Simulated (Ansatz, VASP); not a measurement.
**Si in VASP and in Ansatz**

```
Si
1.0
     3.70541    0.00000    0.00000
    -1.85271    3.20898    0.00000
     0.00000    0.00000    6.61972
Si
4
Cartesian
  0.0000 2.1393 0.3857
  1.8527 1.0697 3.6956
  0.0000 2.1393 2.9242
  1.8527 1.0697 6.2340
```

Alike in both runs: task single point; functional LDA; k mesh 12 × 12 × 6; occupations gaussian, width 0.03 eV; no spin polarisation.

|  | VASP | Ansatz |
| --- | --- | --- |
| version | VASP 6.6.1 | Ansatz 0.2.0 |
| potentials or method | VASP PAW LDA potentials, release 64 (Si), cutoff 520 eV | scalar-relativistic, plane waves, PAW |
| valence electrons in the cell | 16 | 16 |

|  | VASP | Ansatz | Ansatz less VASP |
| --- | --- | --- | --- |
| gap on the k mesh at the Fermi level (eV) | 0.62 | 0.63 | +0.004 |
| least direct gap on the mesh (eV) | 1.01 | 1.01 | +0.002 |
| pressure (GPa) | 1.9 | 1.8 | -0.08 |
| traceless stress, the component that is largest in VASP (GPa) | -12.25 | -12.21 | +0.046 |
| rms of the force components (eV/Å) | 0.735 | 0.735 | -0.0004 |

Ansatz warns that its potentials were made for another functional, while VASP's fit it. LDA's correlation is that of Perdew and Zunger in VASP and of Perdew and Wang (1992) in Ansatz. Atom by atom the forces differ by 0.000 eV/Å (rms over components).
